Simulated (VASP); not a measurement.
# Ca (Fm-3m) in VASP: a series of runs

Runs on Ca. Level: PBE. Tasks: relaxation of cell and atoms.

Program: VASP 6.6.1. These are calculated values, not measurements. Logs are shortened: lines on timing, memory, paths and dates and some standing lists are left out, and cuts for length are marked.

## 1. The cell of the first run

Symmetry: Fm-3m, No. 225, cubic system. The conventional cell has a = 5.588 Å, b = 5.588 Å, c = 5.588 Å, α = 90.00°, β = 90.00°, γ = 90.00°. Within 5.2 Å of Ca (site symmetry m-3m) lie 12 Ca at 3.95 Å.

## 2. Relaxation of cell and atoms, PBE

INCAR reads:

```
  ALGO = Normal
  EDIFF = 1E-6
  EDIFFG = -0.02
  ENCUT = 600
  GGA = PE
  IBRION = 2
  ISIF = 3
  ISMEAR = -1
  LASPH = True
  LCHARG = False
  LREAL = False
  LWAVE = False
  NELM = 80
  NSW = 80
  PREC = Accurate
  SIGMA = 0.05
```

KPOINTS reads:

```
k-points
0
Gamma
  8 8 8
```

POSCAR reads:

```
Ca
1.0
    0.0000000000      2.7942000000      2.7942000000
    2.7942000000      0.0000000000      2.7942000000
    2.7942000000      2.7942000000      0.0000000000
Ca
1
Direct
    0.0000000000      0.0000000000      0.0000000000
```

Potentials or basis: VASP PAW PBE potentials, release 64 (Ca_sv).

Started as:

```console
$ cat potpaw_PBE.64/Ca_sv/POTCAR > POTCAR
$ mpirun -np 1 vasp_std > vasp.out
```

OUTCAR:

```text
EDIFF = 1E-6
   EDIFFG = -0.02
   ENCUT = 600
   GGA = PE
   IBRION = 2
   ISIF = 3
   ISMEAR = -1
   LASPH = True
   LREAL = False
   NELM = 80
   NSW = 80
   PREC = Accurate

 ion  position               nearest neighbor table
   1  0.000  0.000  0.000-

  LATTYP: Found a face centered cubic cell.
 ALAT       =     5.5884000000

  Lattice vectors:

 A1 = (   0.0000000000,   2.7942000000,   2.7942000000)
 A2 = (   2.7942000000,   0.0000000000,   2.7942000000)
 A3 = (   2.7942000000,   2.7942000000,   0.0000000000)

Analysis of symmetry for initial positions (statically):
=====================================================================
 Subroutine PRICEL returns:
 Original cell was already a primitive cell.

 Routine SETGRP: Setting up the symmetry group for a
 face centered cubic supercell.

 Subroutine GETGRP returns: Found 48 space group operations
 (whereof 48 operations were pure point group operations)
 out of a pool of 48 trial point group operations.

The static configuration has the point symmetry O_h .

Analysis of symmetry for dynamics (positions and initial velocities):
=====================================================================
 Subroutine PRICEL returns:
 Original cell was already a primitive cell.

 Routine SETGRP: Setting up the symmetry group for a
 face centered cubic supercell.

 Subroutine GETGRP returns: Found 48 space group operations
 (whereof 48 operations were pure point group operations)
 out of a pool of 48 trial point group operations.

The dynamic configuration has the point symmetry O_h .

 Subroutine INISYM returns: Found 48 space group operations
 (whereof 48 operations are pure point group operations),
 and found     1 'primitive' translations

----------------------------------------------------------------------------------------

                                     Primitive cell

  volume of cell :      43.6317

  direct lattice vectors                    reciprocal lattice vectors
     0.000000000  2.794200000  2.794200000    -0.178942094  0.178942094  0.178942094
     2.794200000  0.000000000  2.794200000     0.178942094 -0.178942094  0.178942094
     2.794200000  2.794200000  0.000000000     0.178942094  0.178942094 -0.178942094

  length of vectors
     3.951595536  3.951595536  3.951595536     0.309936799  0.309936799  0.309936799

  position of ions in fractional coordinates (direct lattice)
     0.000000000  0.000000000  0.000000000

  ion indices of the primitive-cell ions
   primitive index   ion index
                 1           1

----------------------------------------------------------------------------------------

 KPOINTS: k-points

Automatic generation of k-mesh.
 Grid dimensions read from file:
 generate k-points for:    8    8    8

 Generating k-lattice:

  Cartesian coordinates                     Fractional coordinates (reciprocal lattice)
    -0.022367762  0.022367762  0.022367762     0.125000000  0.000000000  0.000000000
     0.022367762 -0.022367762  0.022367762     0.000000000  0.125000000  0.000000000
     0.022367762  0.022367762 -0.022367762     0.000000000  0.000000000  0.125000000

  Length of vectors
     0.038742100  0.038742100  0.038742100

  Shift w.r.t. Gamma in fractional coordinates (k-lattice)
     0.000000000  0.000000000  0.000000000

 Subroutine IBZKPT returns following result:
 ===========================================

 Found     29 irreducible k-points:

 Following reciprocal coordinates:
            Coordinates               Weight
  0.000000  0.000000  0.000000      1.000000
  0.125000  0.000000  0.000000      8.000000
  0.250000  0.000000  0.000000      8.000000
  0.375000  0.000000  0.000000      8.000000
  0.500000  0.000000  0.000000      4.000000
  0.125000  0.125000  0.000000      6.000000
[... 16 lines left out ...]
  0.500000  0.250000  0.125000     48.000000
 -0.375000  0.250000  0.125000     24.000000
 [... further k-points ...]
   k-points           NKPTS =     29   k-points in BZ     NKDIM =     29   number of bands    NBANDS=      9
   number of dos      NEDOS =    301   number of ions     NIONS =      1
   total plane-waves  NPLWV =  32768
   dimension x,y,z NGX =    32 NGY =   32 NGZ =   32
   dimension x,y,z NGXF=    64 NGYF=   64 NGZF=   64
   ions per type =               1
   NGX,Y,Z   is equivalent  to a cutoff of  13.46, 13.46, 13.46 a.u.
   NGXF,Y,Z  is equivalent  to a cutoff of  26.93, 26.93, 26.93 a.u.
 SYSTEM =  unknown system
   PREC   = accura    normal or accurate (medium, high low for compatibility)
   ISTART =      0    job   : 0-new  1-cont  2-samecut
   ICHARG =      2    charge: 1-file 2-atom 10-const
   ISPIN  =      1    spin polarized calculation?
   LNONCOLLINEAR =      F non collinear calculations
   LSORBIT =      F    spin-orbit coupling
   LASPH  =      T    aspherical Exc in radial PAW
   ENCUT  =  600.0 eV  44.10 Ry    6.64 a.u.   7.89  7.89  7.89*2*pi/ulx,y,z
   NELM   =     80;   NELMIN=  2; NELMDL= -5     # of ELM steps
   EDIFF  = 0.1E-05   stopping-criterion for ELM
   LREAL  =      F    real-space projection
   EDIFFG = -.2E-01   stopping-criterion for IOM
   NSW    =     80    number of steps for IOM
   IBRION =      2    ionic relax: 0-MD 1-quasi-New 2-CG
   NFREE  =      1    steps in history (QN), initial steepest desc. (CG)
   ISIF   =      3    stress and relaxation
   ISYM   =      2    0-nonsym 1-usesym 2-fastsym
   POTIM  = 0.5000    time-step for ionic-motion
   TEBEG  =    0.0;   TEEND  =   0.0 temperature during run
   PSTRESS=    0.0 pullay stress
   NELECT =      10.0000    total number of electrons
   NUPDOWN=      -1.0000    fix difference up-down
   EMIN   =  10.00;   EMAX   =-10.00  energy-range for DOS
   EFERMI =   0.00;   METHOD = LEGACY
   ISMEAR =    -1;   SIGMA  =   0.05  broadening in eV -4-tet -1-fermi 0-gaus
   EFERMI_NEDOS =   21; number of points for ismear=-14 and -15
   IALGO  =     38    algorithm
   IMIX   =      4    mixing-type and parameters
     AMIX     =   0.40;   BMIX     =  1.00
     AMIX_MAG =   1.60;   BMIX_MAG =  1.00
  volume/ion in A,a.u.               =      43.63       294.44
  Fermi-wavevector in a.u.,A,eV,Ry     =   1.001861  1.893242 13.656506  1.003725
  Thomas-Fermi vector in A             =   2.134310
   LORBIT       =      0    0 simple, 1 ext, 2 COOP (PROOUT), +10 PAW based schemes
   GGA     = PE    functional components
   LHFCALC =     F    Hartree Fock is set to
   AEXX    =    0.0000 exact exchange contribution
   IVDW    =     0    specifies the selected vdW correction
   LEPSILON=     F    determine dielectric tensor
   LRPA    =     F    only Hartree local field effects (RPA)
 conjugate gradient relaxation of ions
 non-spin polarized calculation
  energy-cutoff  :      600.00
  volume of cell :       43.63
 maximum number of plane-waves:      1475
   NGX = 15   NGY = 15   NGZ = 15

--------------------------------------- Ionic step        1  -------------------------------------------

 number of electron      10.0000001 magnetization

 Free energy of the ion-electron system (eV)
  ---------------------------------------------------
  ext. energy  EPLUGINS =         0.00000000
  ---------------------------------------------------
  free energy    TOTEN  =        -1.93273114 eV

  energy without entropy =       -1.92070154  energy(sigma->0) =       -1.92671634

------------------------ aborting loop because EDIFF is reached ----------------------------------------

  FORCE on cell =-STRESS in cart. coord.  units (eV):
  Direction    XX          YY          ZZ          XY          YZ          ZX
  --------------------------------------------------------------------------------------
  -------------------------------------------------------------------------------------
  Total       -0.1486011     -0.1486011     -0.1486011     -0.0000000      0.0000000     -0.0000000
  in kB       -5.4567001     -5.4567001     -5.4567001     -0.0000000      0.0000000     -0.0000000
  external PRESSURE =      -5.4567001 kB  Pullay stress =       0.0000000 kB

 VOLUME and BASIS-vectors are now :
 -----------------------------------------------------------------------------
  energy-cutoff  :      600.00
  volume of cell :       43.63
      direct lattice vectors                 reciprocal lattice vectors
     0.000000000  2.794200000  2.794200000    -0.178942094  0.178942094  0.178942094
     2.794200000  0.000000000  2.794200000     0.178942094 -0.178942094  0.178942094
     2.794200000  2.794200000  0.000000000     0.178942094  0.178942094 -0.178942094
[... 36 lines left out ...]
 POSITION                                       TOTAL-FORCE (eV/Angst)
 -----------------------------------------------------------------------------------
      2.77417      5.54834      2.77417        -0.000000     -0.000000      0.000000
 -----------------------------------------------------------------------------------
    total drift:                               -0.000000     -0.000000      0.000000

  FREE ENERGIE OF THE ION-ELECTRON SYSTEM (eV)
  ---------------------------------------------------
  free  energy   TOTEN  =        -1.9348252136 eV

  energy  without entropy=       -1.9230049184  energy(sigma->0) =       -1.92891507

--------------------------------------- Ionic step        3  -------------------------------------------

 number of electron      10.0000001 magnetization

 Free energy of the ion-electron system (eV)
  ---------------------------------------------------
  ext. energy  EPLUGINS =         0.00000000
  ---------------------------------------------------
  free energy    TOTEN  =        -1.93508591 eV

  energy without entropy =       -1.92338752  energy(sigma->0) =       -1.92923672

 E-fermi :   1.9209     XC(G=0):  -7.7366

 val. band max:        1.8846396005   @ k =  -0.3750   0.2500   0.1250
 cond. band min:       1.9899252871   @ k =  -0.3750   0.3750   0.0000
 fundamental gap:      0.1052856866
 Fermi energy:         1.9209201121

 k-point     1 :       0.0000    0.0000    0.0000
  band No.  band energies     occupation
      1     -40.0473      2.00000
      2     -20.9649      2.00000
      3     -20.9649      2.00000
      4     -20.9649      2.00000
      5      -2.0642      2.00000
      6       4.3036      0.00000
      7       4.3036      0.00000
      8       4.3036      0.00000
      9       5.3750      0.00000

 k-point     2 :       0.1250    0.0000    0.0000
  band No.  band energies     occupation
      1     -40.0453      2.00000
      2     -20.9855      2.00000
      3     -20.9677      2.00000
      4     -20.9677      2.00000
      5      -1.7986      2.00000
      6       4.0277      0.00000
      7       4.3942      0.00000
      8       4.3942      0.00000
      9       5.3027      0.00000
[... 253 lines left out ...]
 k-point    24 :      -0.3750    0.2500    0.1250
  band No.  band energies     occupation
      1     -40.0314      2.00000
      2     -21.0843      2.00000
      3     -21.0200      2.00000
      4     -20.9956      2.00000
      5       1.6409      1.99263
      6       1.8846      1.34768
      7       3.4656      0.00000
      8       4.6037      0.00000
      9       5.9007      0.00000

 [... further k-points ...]

------------------------ aborting loop because EDIFF is reached ----------------------------------------

  FORCE on cell =-STRESS in cart. coord.  units (eV):
  Direction    XX          YY          ZZ          XY          YZ          ZX
  --------------------------------------------------------------------------------------
  -------------------------------------------------------------------------------------
  Total        0.0070050      0.0070050      0.0070050     -0.0000000     -0.0000000      0.0000000
  in kB        0.2661056      0.2661056      0.2661056     -0.0000000     -0.0000000      0.0000000
  external PRESSURE =       0.2661056 kB  Pullay stress =       0.0000000 kB

 VOLUME and BASIS-vectors are now :
 -----------------------------------------------------------------------------
  energy-cutoff  :      600.00
  volume of cell :       42.18
      direct lattice vectors                 reciprocal lattice vectors
    -0.000000000  2.762769361  2.762769361    -0.180977829  0.180977829  0.180977829
     2.762769361  0.000000000  2.762769361     0.180977829 -0.180977829  0.180977829
     2.762769361  2.762769361  0.000000000     0.180977829  0.180977829 -0.180977829

 POSITION                                       TOTAL-FORCE (eV/Angst)
 -----------------------------------------------------------------------------------
      0.00000      0.00000      0.00000         0.000000     -0.000000      0.000000
 -----------------------------------------------------------------------------------
    total drift:                                0.000000      0.000000      0.000000

  FREE ENERGIE OF THE ION-ELECTRON SYSTEM (eV)
  ---------------------------------------------------
  free  energy   TOTEN  =        -1.9350859069 eV

  energy  without entropy=       -1.9233875249  energy(sigma->0) =       -1.92923672

 reached required accuracy - stopping structural energy minimisation
```

It took 45 s on 1 thread of Intel Xeon 8259CL, shared host; peak memory 0.19 GiB.

Results:

- Free energy: -1.9351 eV
- Relaxed volume: 42.18 Å³/atom
- Relaxed cell: a = 3.907 Å, b = 3.907 Å, c = 3.907 Å, α = 60.00°, β = 60.00°, γ = 60.00°
- Space group after relaxing (to 0.1 Å): Fm-3m (No. 225)
- Energy gained by relaxing: 2.4 meV/atom
- Ionic steps: 3
- Pressure after relaxing: 0.0 GPa
- Band gap on the k mesh: zero (bands 5 and 6 overlap by 0.36 eV)

The path:
| step | energy change (eV) | largest force (eV/Å) | pressure (GPa) | volume (Å³) |
| --- | --- | --- | --- | --- |
| 1 | 0.0000 | 0.0000 | -0.55 | 43.63 |
| 2 | -0.0021 | 0.0000 | -0.18 | 42.70 |
| 3 | -0.0024 | 0.0000 | 0.03 | 42.18 |

Final structure:
```yaml
crystal:
  lattice:
    - [0.00000, 2.76277, 2.76277]
    - [2.76277, 0.00000, 2.76277]
    - [2.76277, 2.76277, 0.00000]
  atoms:
    - { symbol: Ca, position: [0.00000, 0.00000, 0.00000] }
```

(Continued in part 2 of 2.)

The gap in the log of VASP goes by the Fermi energy; the results here count the filled bands.